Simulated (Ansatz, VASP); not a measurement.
# Two plane-wave programs on TiSi

```
CELL_PARAMETERS angstrom
1.81618 -2.11762 0.00000
1.81618 2.11762 0.00000
0.00000 0.00000 3.68982
ATOMIC_POSITIONS crystal
Ti 0.50000 0.50000 0.00000
Si 0.00000 0.00000 0.50000
```

Change from the starting cell: strain +0.000 along x and y, -0.030 along z, atoms carried along.

Alike in both runs: task single point; functional r2SCAN; k mesh 18 × 18 × 12; occupations gaussian, width 0.15 eV; no spin polarisation.

|  | VASP | Ansatz |
| --- | --- | --- |
| version | VASP 6.6.1 | Ansatz 0.2.0 |
| potentials or method | VASP PAW PBE potentials, release 64 (Ti_sv, Si), cutoff 520 eV | scalar-relativistic, plane waves, PAW |
| valence electrons in the cell | 16 | 16 |

```csv
,VASP,Ansatz,Ansatz less VASP
gap on the k mesh at the Fermi level (eV),none,none,-
pressure (GPa),3.7,3.2,-0.42
"traceless stress, the component that is largest in VASP (GPa)",3.71,3.76,+0.049
```

VASP's potentials were made for PBE, not for r2SCAN. A gap of «none» marks a metal or a gap that the smearing closes.
